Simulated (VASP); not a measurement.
# Be (P6_3/mmc) in VASP: notebook, part 2 of 2

VASP 6.6.1. Earlier steps stand in the parts before.

### Step 4. Single point, revPBE (volume scaled by 0.96)

Contents of INCAR:

```
ALGO = Normal ; EDIFF = 1E-6
ENCUT = 520 ; GGA = RE
ISIF = 2 ; ISMEAR = -1
LASPH = T ; LCHARG = F
LREAL = F ; LWAVE = F
NBANDS = 12 ; NELM = 80
PREC = Accurate ; SIGMA = 0.1
```

Contents of KPOINTS:

```
k-points
0
Gamma
  18 18 5
```

Contents of POSCAR:

```
Be
1.0
    2.2412153043      0.0000000000      0.0000000000
   -1.1206076521      1.9409493888      0.0000000000
    0.0000000000      0.0000000000      7.1293967912
Be
4
Direct
    1.0000000000      1.0000000000      1.0000000000
    1.0000000000      1.0000000000      0.5000000000
    0.3333333333      0.6666666667      0.2500000000
    0.6666666667      0.3333333333      0.7500000000
```

Potentials or basis: VASP PAW PBE potentials, release 64 (Be).

Launch:

```
> cat potpaw_PBE.64/Be/POTCAR > POTCAR
> mpirun -np 1 vasp_std > vasp.out
```

OUTCAR:

```text
EDIFF = 1E-6
   ENCUT = 520
   GGA = RE
   ISIF = 2
   ISMEAR = -1
   LASPH = T
   LREAL = F
   NELM = 80
   PREC = Accurate

 ion  position               nearest neighbor table
   1  0.000  0.000  0.000-   3 2.20   4 2.20   3 2.20   4 2.20   4 2.20   3 2.20
   2  0.000  0.000  0.500-   3 2.20   4 2.20   3 2.20   4 2.20   4 2.20   3 2.20
   3  0.333  0.667  0.250-   1 2.20   2 2.20   1 2.20   2 2.20   1 2.20   2 2.20
   4  0.667  0.333  0.750-   1 2.20   2 2.20   1 2.20   2 2.20   1 2.20   2 2.20

  LATTYP: Found a hexagonal cell.
 ALAT       =     2.2412153043
 C/A-ratio  =     3.1810405620

  Lattice vectors:

 A1 = (   2.2412153043,   0.0000000000,   0.0000000000)
 A2 = (  -1.1206076521,   1.9409493888,   0.0000000000)
 A3 = (   0.0000000000,   0.0000000000,   7.1293967912)

Analysis of symmetry for initial positions (statically):
=====================================================================
 Subroutine PRICEL returns:
 Original cell was already a primitive cell.

 Routine SETGRP: Setting up the symmetry group for a
[... 189 lines left out ...]
      7      17.8653      0.00000
      8      23.9651      0.00000
      9      23.9651      0.00000
     10      25.1432      0.00000
     11      25.1439      0.00000
     12      25.4990      0.00000
[... 331 lines left out ...]
 k-point    24 :       0.3889    0.1111    0.0000
  band No.  band energies     occupation
      1       1.7161      2.00000
      2       3.4111      2.00000
      3       3.4836      2.00000
      4       5.5415      2.00000
      5       9.0371      0.00000
      6       9.3500      0.00000
      7      10.9472      0.00000
      8      13.0349      0.00000
      9      14.5196      0.00000
     10      15.1134      0.00000
     11      17.6289      0.00000
     12      18.6271      0.00000

 [... further k-points ...]

------------------------ aborting loop because EDIFF is reached ----------------------------------------

  FORCE on cell =-STRESS in cart. coord.  units (eV):
  Direction    XX          YY          ZZ          XY          YZ          ZX
  --------------------------------------------------------------------------------------
  -------------------------------------------------------------------------------------
  Total        0.9017151      0.9017151      1.2208412      0.0000000      0.0000000      0.0000000
  in kB       46.5832029     46.5832029     63.0694701      0.0000000      0.0000000      0.0000000
  external PRESSURE =      52.0786253 kB  Pullay stress =       0.0000000 kB

 VOLUME and BASIS-vectors are now :
 -----------------------------------------------------------------------------
  energy-cutoff  :      520.00
  volume of cell :       31.01
      direct lattice vectors                 reciprocal lattice vectors
     2.241215304  0.000000000  0.000000000     0.446186494  0.257605893  0.000000000
    -1.120607652  1.940949389  0.000000000     0.000000000  0.515211785  0.000000000
     0.000000000  0.000000000  7.129396791     0.000000000  0.000000000  0.140264321

 POSITION                                       TOTAL-FORCE (eV/Angst)
 -----------------------------------------------------------------------------------
      0.00000      0.00000      0.00000         0.000000      0.000000     -0.000000
      0.00000      0.00000      3.56470         0.000000      0.000000     -0.000000
     -0.00000      1.29397      1.78235        -0.000000      0.000000      0.000000
      1.12061      0.64698      5.34705         0.000000      0.000000      0.000000
 -----------------------------------------------------------------------------------
    total drift:                               -0.000000      0.000000     -0.000000

  FREE ENERGIE OF THE ION-ELECTRON SYSTEM (eV)
  ---------------------------------------------------
  free  energy   TOTEN  =       -14.0822120944 eV

  energy  without entropy=      -14.0717746164  energy(sigma->0) =      -14.07699336
```

OSZICAR:

```text
N       E                     dE             d eps       ncg     rms          rms(c)
DAV:   1     0.309972189903E+01    0.30997E+01   -0.36071E+03  2664   0.565E+02
DAV:   2    -0.136983888546E+02   -0.16798E+02   -0.15976E+02  3596   0.104E+02
DAV:   3    -0.141673742112E+02   -0.46899E+00   -0.46648E+00  3884   0.120E+01
DAV:   4    -0.141687513959E+02   -0.13772E-02   -0.13769E-02  3220   0.723E-01
DAV:   5    -0.141687554095E+02   -0.40136E-05   -0.40132E-05  3792   0.348E-02    0.172E+00
DAV:   6    -0.141048813986E+02    0.63874E-01   -0.10258E-02  3012   0.122E+00    0.106E+00
DAV:   7    -0.140822620827E+02    0.22619E-01   -0.97909E-03  2952   0.120E+00    0.304E-02
DAV:   8    -0.140822055812E+02    0.56502E-04   -0.12158E-04  3608   0.678E-02    0.134E-02
DAV:   9    -0.140822074668E+02   -0.18856E-05   -0.34831E-06  3512   0.116E-02    0.667E-03
DAV:  10    -0.140822116514E+02   -0.41846E-05   -0.13299E-06  3276   0.807E-03    0.523E-04
DAV:  11    -0.140822120944E+02   -0.44307E-06   -0.66351E-08  1976   0.173E-03
   1 F= -.14082212E+02 E0= -.14076993E+02  d E =-.104375E-01
```

Wall time 14 s (1 thread of Intel Xeon 6975P-C (Granite Rapids), shared host); peak memory 0.16 GiB.

Results:

```yaml
Free_energy: -14.0822 eV
Pressure: 5.2 GPa
Band_gap_on_the_k_mesh: zero (band 4 reaches 8.19 eV, above the bottom of band 5 at 6.78 eV)
```

Caveat: the cell differs from its parent crystal (volume scaled by 0.96); the PAW data sets were made with another functional, which shifts forces and pressure a little.

### Step 5. Single point, revPBE

This run uses another cell than the first one, of 8.08 Å³/atom, 1.136 times its volume.

Contents of INCAR:

```
PREC = Accurate
ENCUT = 520
EDIFF = 1E-7
ISMEAR = -1
SIGMA = 0.1
LREAL = F
LASPH = T
NELM = 60
ALGO = Normal
ISIF = 2
LWAVE = F
LCHARG = F
GGA = RE
NBANDS = 12
```

Contents of KPOINTS:

```
Automatic mesh
0
Gamma
  18 18 5
```

Contents of POSCAR:

```
Be
1.0
    2.2719206993      0.0000000000      0.0000000000
   -1.1359603497      1.9675410410      0.0000000000
    0.0000000000      0.0000000000      7.2270718984
Be
4
Direct
    1.0000000000      1.0000000000      1.0000000000
    1.0000000000      1.0000000000      0.5000000000
    0.3333333333      0.6666666667      0.2500000000
    0.6666666667      0.3333333333      0.7500000000
```

Launch:

```
> cat potpaw_PBE.64/Be/POTCAR > POTCAR
> mpirun -np 1 vasp_std > vasp.out
```

It took 19 s on 1 thread of Intel Xeon 6975P-C (Granite Rapids), shared host; peak memory 0.15 GiB.

It converged, with:

* Free energy: -14.1027 eV
* Pressure: 0.0 GPa
* Band gap on the k mesh: zero (band 4 reaches 7.84 eV, above the bottom of band 5 at 6.48 eV)

Stress tensor (GPa, compression positive):
```
-0.28  0.00  0.00
 0.00 -0.28  0.00
 0.00  0.00  0.69
```

Levels at points of the mesh, in eV from the Fermi level:
```tsv
k point	band 1	band 2	band 3	band 4	band 5	band 6	band 7	band 8
(0.00, 0.00, 0.00)	-11.49	-9.37	-9.35	-4.67	0.62	10.05	10.06	15.96
(0.50, 0.00, 0.00)	-5.05	-4.12	-3.75	-2.84	0.99	0.99	4.03	5.74
```

Caveat: the PAW data sets were made with another functional, which shifts forces and pressure a little.

### Step 6. The runs side by side

```csv
cell,gap on the mesh (eV),pressure (GPa)
"a = 2.177, b = 2.177, c = 6.926 Å, angles 90.0, 90.0, 120.0°, 4 atoms",none,18.7
"a = 2.210, b = 2.210, c = 7.029 Å, angles 90.0, 90.0, 120.0°, 4 atoms",none,11.4
"a = 2.241, b = 2.241, c = 7.129 Å, angles 90.0, 90.0, 120.0°, 4 atoms",none,5.2
"a = 2.272, b = 2.272, c = 7.227 Å, angles 90.0, 90.0, 120.0°, 4 atoms",none,0.0
```

Alike in all rows: task single point; level revPBE; potentials or basis VASP PAW PBE potentials, release 64 (Be); no spin polarisation; k mesh 18 × 18 × 5; cutoff (eV) 520; smearing fermi-dirac 0.1 eV.

Caveats: the PAW data sets were made with another functional, which shifts forces and pressure a little.

Absolute energies hang on the potentials; compare differences alone.
